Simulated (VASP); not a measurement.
Input of a VASP 6.6.1 run:

Contents of POSCAR:

```
Os
1.0
    0.0000000000      1.9159225462      1.9159225462
    1.9159225462      0.0000000000      1.9159225462
    1.9159225462      1.9159225462      0.0000000000
Os
1
Direct
    0.0000000000      0.0000000000      0.0000000000
```

The input INCAR.step1:

```
SYSTEM = Os
PREC     = Accurate       ! precision mode
ENCUT    = 550            ! plane-wave cutoff, eV
ISMEAR   = 0              ! smearing method
SIGMA    = 0.1            ! smearing width, eV
LREAL    = .FALSE.        ! projectors in reciprocal space
LASPH    = .TRUE.         ! aspherical terms in the spheres
NELM     = 120            ! most SCF steps
NBANDS   = 14             ! bands
GGA      = PE             ! functional
ALGO     = Normal         ! electronic algorithm
EDIFF    = 1E-5           ! SCF threshold, eV
LWAVE    = .TRUE.         ! write WAVECAR
LCHARG   = .FALSE.        ! write CHGCAR
GGA_COMPAT= .FALSE.
```

File INCAR.step2:

```
SYSTEM = Os
PREC     = Accurate       ! precision mode
ENCUT    = 550            ! plane-wave cutoff, eV
EDIFF    = 1E-6           ! SCF threshold, eV
ISMEAR   = 0              ! smearing method
SIGMA    = 0.1            ! smearing width, eV
LREAL    = .FALSE.        ! projectors in reciprocal space
LASPH    = .TRUE.         ! aspherical terms in the spheres
NELM     = 120            ! most SCF steps
ALGO     = Normal         ! electronic algorithm
ISIF     = 2              ! what is computed and relaxed
LWAVE    = .FALSE.        ! write WAVECAR
LCHARG   = .TRUE.         ! write CHGCAR
METAGGA  = R2SCAN         ! meta-GGA
LMIXTAU  = .TRUE.       
LELF     = .TRUE.         ! ELF
LVHAR    = .TRUE.       
NBANDS   = 14             ! bands
ISTART   = 1            
GGA_COMPAT= .FALSE.
```

Contents of KPOINTS:

```
regular mesh
0
G
  18 18 18
  0 0 0
```

Potentials or basis: VASP PAW PBE potentials, release 64 (Os_sv_GW).

Run with:

```console
$ cat potpaw_PBE.64/Os_sv_GW/POTCAR > POTCAR
$ cp INCAR.step1 INCAR
$ mpirun -np 1 vasp_std > vasp.out
$ cp INCAR.step2 INCAR
$ mpirun -np 1 vasp_std > vasp.out
```

**Question.** What does it give for the pressure?

**Answer.** -1.9 GPa.

**Question.** What does it give for the band gap on the k mesh?

**Answer.** Zero (bands 8 and 9 overlap by 3.96 eV).

Caveat: the PAW data sets were made with another functional, which shifts forces and pressure a little; spin-orbit coupling is left out, which moves the levels of the heavy elements.
